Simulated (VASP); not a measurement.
# Cu (I4/mmm) in VASP: a series of runs, part 2 of 2

VASP 6.6.1. The steps go on from the part before.

## Step 5: Single point, LDA (10.71 Å³/atom)

This run uses another cell than the first one, of 10.71 Å³/atom.

INCAR reads:

```
SYSTEM = Cu
ALGO = Normal
EDIFF = 1E-6
ENCUT = 820
GGA = CA
GGA_COMPAT = .False.
ISIF = 2
ISMEAR = 0
LASPH = .True.
LCHARG = .False.
LREAL = .False.
LWAVE = .False.
NBANDS = 16
NELM = 120
PREC = Accurate
SIGMA = 0.15
```

KPOINTS reads:

```
k-points
0
Gamma
  24 24 24
  0 0 0
```

POSCAR reads:

```
Cu
1.0
   -1.4612021587      1.4612021587      1.2541498128
    1.4612021587     -1.4612021587      1.2541498128
    1.4612021587      1.4612021587     -1.2541498128
Cu
1
Direct
    0.0000000000      0.0000000000      0.0000000000
```

Potentials or basis: VASP PAW LDA potentials, release 64 (Cu_sv_GW).

Started as:

```
cat potpaw_LDA.64/Cu_sv_GW/POTCAR > POTCAR
mpirun -np 1 vasp_std > vasp.out
```

OUTCAR:

```text
SYSTEM = Cu
   EDIFF = 1E-6
   ENCUT = 820
   GGA = CA
   ISIF = 2
   ISMEAR = 0
   LASPH = .True.
   LREAL = .False.
   NELM = 120
   PREC = Accurate

 ion  position               nearest neighbor table
   1  0.000  0.000  0.000-

  LATTYP: Found a body centered tetragonal cell.
 ALAT       =     2.9224043174
 C/A-ratio  =     0.8583000000

  Lattice vectors:

 A1 = (  -1.4612021587,   1.4612021587,   1.2541498128)
 A2 = (   1.4612021587,  -1.4612021587,   1.2541498128)
 A3 = (   1.4612021587,   1.4612021587,  -1.2541498128)

Analysis of symmetry for initial positions (statically):
=====================================================================
 Subroutine PRICEL returns:
 Original cell was already a primitive cell.

 Routine SETGRP: Setting up the symmetry group for a
 body centered tetragonal supercell.

 Subroutine GETGRP returns: Found 16 space group operations
 (whereof 16 operations were pure point group operations)
 out of a pool of 16 trial point group operations.

The static configuration has the point symmetry D_4h.

Analysis of symmetry for dynamics (positions and initial velocities):
=====================================================================
 Subroutine PRICEL returns:
 Original cell was already a primitive cell.

 Routine SETGRP: Setting up the symmetry group for a
 body centered tetragonal supercell.

 Subroutine GETGRP returns: Found 16 space group operations
 (whereof 16 operations were pure point group operations)
 out of a pool of 16 trial point group operations.

The dynamic configuration has the point symmetry D_4h.

 Subroutine INISYM returns: Found 16 space group operations
 (whereof 16 operations are pure point group operations),
 and found     1 'primitive' translations

----------------------------------------------------------------------------------------

                                     Primitive cell

  volume of cell :      10.7110

  direct lattice vectors                    reciprocal lattice vectors
    -1.461202159  1.461202159  1.254149813     0.000000000  0.342184000  0.398676454
     1.461202159 -1.461202159  1.254149813     0.342184000  0.000000000  0.398676454
     1.461202159  1.461202159 -1.254149813     0.342184000  0.342184000  0.000000000

  length of vectors
     2.417253659  2.417253659  2.417253659     0.525388242  0.525388242  0.483921254

  position of ions in fractional coordinates (direct lattice)
     0.000000000  0.000000000  0.000000000

  ion indices of the primitive-cell ions
   primitive index   ion index
                 1           1

----------------------------------------------------------------------------------------

 KPOINTS: k-points

Automatic generation of k-mesh.
 Grid dimensions read from file:
 generate k-points for:   24   24   24

 Generating k-lattice:

  Cartesian coordinates                     Fractional coordinates (reciprocal lattice)
     0.000000000  0.014257667  0.016611519     0.041666667  0.000000000  0.000000000
     0.014257667  0.000000000  0.016611519     0.000000000  0.041666667  0.000000000
     0.014257667  0.014257667  0.000000000     0.000000000  0.000000000  0.041666667

  Length of vectors
     0.021891177  0.021891177  0.020163386

  Shift w.r.t. Gamma in fractional coordinates (k-lattice)
     0.000000000  0.000000000  0.000000000

 Subroutine IBZKPT returns following result:
 ===========================================

 Found   1063 irreducible k-points:

 Following reciprocal coordinates:
            Coordinates               Weight
  0.000000  0.000000  0.000000      1.000000
  0.041667  0.000000  0.000000      8.000000
  0.083333 -0.000000  0.000000      8.000000
  0.125000 -0.000000  0.000000      8.000000
  0.166667 -0.000000  0.000000      8.000000
  0.208333 -0.000000  0.000000      8.000000
[... 16 lines left out ...]
  0.416667  0.041667  0.000000     16.000000
  0.458333  0.041667  0.000000     16.000000
 [... further k-points ...]
   k-points           NKPTS =   1063   k-points in BZ     NKDIM =   1063   number of bands    NBANDS=     16
   number of dos      NEDOS =    301   number of ions     NIONS =      1
   total plane-waves  NPLWV =  13824
   dimension x,y,z NGX =    24 NGY =   24 NGZ =   24
   dimension x,y,z NGXF=    48 NGYF=   48 NGZF=   48
   ions per type =               1
   NGX,Y,Z   is equivalent  to a cutoff of  16.51, 16.51, 16.51 a.u.
   NGXF,Y,Z  is equivalent  to a cutoff of  33.01, 33.01, 33.01 a.u.
 SYSTEM =  Cu
   PREC   = accura    normal or accurate (medium, high low for compatibility)
   ISTART =      0    job   : 0-new  1-cont  2-samecut
   ICHARG =      2    charge: 1-file 2-atom 10-const
   ISPIN  =      1    spin polarized calculation?
   LNONCOLLINEAR =      F non collinear calculations
   LSORBIT =      F    spin-orbit coupling
   LASPH  =      T    aspherical Exc in radial PAW
   ENCUT  =  820.0 eV  60.27 Ry    7.76 a.u.   5.64  5.64  5.64*2*pi/ulx,y,z
   NELM   =    120;   NELMIN=  2; NELMDL= -5     # of ELM steps
   EDIFF  = 0.1E-05   stopping-criterion for ELM
   LREAL  =      F    real-space projection
   EDIFFG = 0.1E-04   stopping-criterion for IOM
   NSW    =      0    number of steps for IOM
   IBRION =     -1    ionic relax: 0-MD 1-quasi-New 2-CG
   NFREE  =      0    steps in history (QN), initial steepest desc. (CG)
   ISIF   =      2    stress and relaxation
   ISYM   =      2    0-nonsym 1-usesym 2-fastsym
   POTIM  = 0.5000    time-step for ionic-motion
   TEBEG  =    0.0;   TEEND  =   0.0 temperature during run
   PSTRESS=    0.0 pullay stress
   NELECT =      19.0000    total number of electrons
   NUPDOWN=      -1.0000    fix difference up-down
   EMIN   =  10.00;   EMAX   =-10.00  energy-range for DOS
   EFERMI =   0.00;   METHOD = LEGACY
   ISMEAR =     0;   SIGMA  =   0.15  broadening in eV -4-tet -1-fermi 0-gaus
   EFERMI_NEDOS =   21; number of points for ismear=-14 and -15
   IALGO  =     38    algorithm
   IMIX   =      4    mixing-type and parameters
     AMIX     =   0.40;   BMIX     =  1.00
     AMIX_MAG =   1.60;   BMIX_MAG =  1.00
  volume/ion in A,a.u.               =      10.71        72.28
  Fermi-wavevector in a.u.,A,eV,Ry     =   1.981752  3.744969 53.434731  3.927342
  Thomas-Fermi vector in A             =   3.001778
   LORBIT       =      0    0 simple, 1 ext, 2 COOP (PROOUT), +10 PAW based schemes
   GGA     = CA    functional components
   LHFCALC =     F    Hartree Fock is set to
   AEXX    =    0.0000 exact exchange contribution
   IVDW    =     0    specifies the selected vdW correction
   LEPSILON=     F    determine dielectric tensor
   LRPA    =     F    only Hartree local field effects (RPA)
 non-spin polarized calculation
 Gauss-broadening in eV      SIGMA  =   0.15
  energy-cutoff  :      820.00
  volume of cell :       10.71
 maximum number of plane-waves:       590
   NGX = 11   NGY = 11   NGZ = 11

 number of electron      19.0000003 magnetization

 Free energy of the ion-electron system (eV)
  ---------------------------------------------------
  ext. energy  EPLUGINS =         0.00000000
  ---------------------------------------------------
  free energy    TOTEN  =        -4.81032862 eV

  energy without entropy =       -4.80654906  energy(sigma->0) =       -4.80843884

 E-fermi :   8.4908     XC(G=0): -14.4663

 val. band max:        8.4899280872   @ k =  -0.3750   0.5000   0.0417
 cond. band min:       8.5028687916   @ k =  -0.2917   0.4167   0.2083
 fundamental gap:      0.0129407043
 Fermi energy:         8.4908096657

 k-point     1 :       0.0000    0.0000    0.0000
  band No.  band energies     occupation
      1    -103.3038      2.00000
      2     -61.1795      2.00000
      3     -61.1647      2.00000
      4     -61.1647      2.00000
      5      -1.7117      2.00000
      6       4.5650      2.00000
[... 8 lines left out ...]
     15      37.5485      0.00000
     16      39.1878      0.00000
[... 419 lines left out ...]
 k-point    24 :       0.4583    0.0417    0.0000
  band No.  band energies     occupation
      1    -103.2750      2.00000
      2     -61.3458      2.00000
      3     -61.2249      2.00000
      4     -61.1868      2.00000
      5       2.8576      2.00000
      6       3.9297      2.00000
[... 8 lines left out ...]
     15      33.6860      0.00000
     16      41.8964      0.00000

 [... further k-points ...]

------------------------ aborting loop because EDIFF is reached ----------------------------------------

  FORCE on cell =-STRESS in cart. coord.  units (eV):
  Direction    XX          YY          ZZ          XY          YZ          ZX
  --------------------------------------------------------------------------------------
  -------------------------------------------------------------------------------------
  Total        0.1542241      0.1542241      0.5044281      0.0000000      0.0000000      0.0000000
  in kB       23.0692091     23.0692091     75.4535822      0.0000000      0.0000000      0.0000000
  external PRESSURE =      40.5306668 kB  Pullay stress =       0.0000000 kB

 VOLUME and BASIS-vectors are now :
 -----------------------------------------------------------------------------
  energy-cutoff  :      820.00
  volume of cell :       10.71
      direct lattice vectors                 reciprocal lattice vectors
    -1.461202159  1.461202159  1.254149813     0.000000000  0.342184000  0.398676454
     1.461202159 -1.461202159  1.254149813     0.342184000  0.000000000  0.398676454
     1.461202159  1.461202159 -1.254149813     0.342184000  0.342184000  0.000000000

 POSITION                                       TOTAL-FORCE (eV/Angst)
 -----------------------------------------------------------------------------------
      0.00000      0.00000      0.00000         0.000000      0.000000      0.000000
 -----------------------------------------------------------------------------------
    total drift:                                0.000000      0.000000     -0.000000

  FREE ENERGIE OF THE ION-ELECTRON SYSTEM (eV)
  ---------------------------------------------------
  free  energy   TOTEN  =        -4.8103286153 eV

  energy  without entropy=       -4.8065490597  energy(sigma->0) =       -4.80843884
```

It took 3.1 min on 1 thread of Intel Xeon Platinum 8259CL at 2.50GHz (Skylake/Cascade Lake), shared host; peak memory 0.51 GiB.

Results:

```
Free energy            : -4.8103 eV
Pressure               : 4.1 GPa
Band gap on the k mesh : zero (an odd number of electrons rules out a gap without spin polarisation)
```

Stress tensor (GPa, compression positive):
```
2.31 0.00 0.00
0.00 2.31 0.00
0.00 0.00 7.55
```

Levels at points of the mesh, in eV from the Fermi level:
| k point | band 8 | band 9 | band 10 | band 11 | band 12 | band 13 |
| --- | --- | --- | --- | --- | --- | --- |
| (0.00, 0.00, 0.00) | -3.16 | -2.83 | -2.00 | 23.86 | 23.86 | 28.00 |
| (0.50, 0.00, 0.00) | -1.77 | -1.48 | -0.38 | 5.59 | 17.11 | 17.25 |
| (0.50, 0.50, 0.00) | -2.35 | -1.67 | -1.51 | 3.75 | 21.36 | 22.26 |
| (0.50, 0.50, 0.50) | -1.68 | -1.52 | 6.58 | 6.58 | 12.94 | 13.05 |

Caveat: the stress differs along the axes, from 2 to 8 GPa.

## Step 6: The runs side by side

```csv
cell,gap on the mesh (eV),pressure (GPa)
"a = 2.406 Å, angles 104.9, 104.9, 119.0°, 1 atom",none,9.4
"a = 2.410 Å, angles 107.1, 107.1, 114.4°, 1 atom",none,3.5
"a = 2.396 Å, angles 106.3, 106.3, 115.9°, 1 atom",none,8.1
"a = 2.417 Å, angles 105.6, 105.6, 117.5°, 1 atom",none,4.1
```

Alike in all rows: task single point; level LDA; potentials or basis VASP PAW LDA potentials, release 64 (Cu_sv_GW); no spin polarisation; k mesh 24 × 24 × 24; cutoff (eV) 820; smearing gaussian 0.15 eV.

Caveats: the cell stands under pressure (at least some runs); the stress differs along the axes, from 6 to 16 GPa (at least some runs); the stress differs along the axes, from 2 to 8 GPa (at least some runs).

Absolute energies hang on the potentials; compare differences alone.
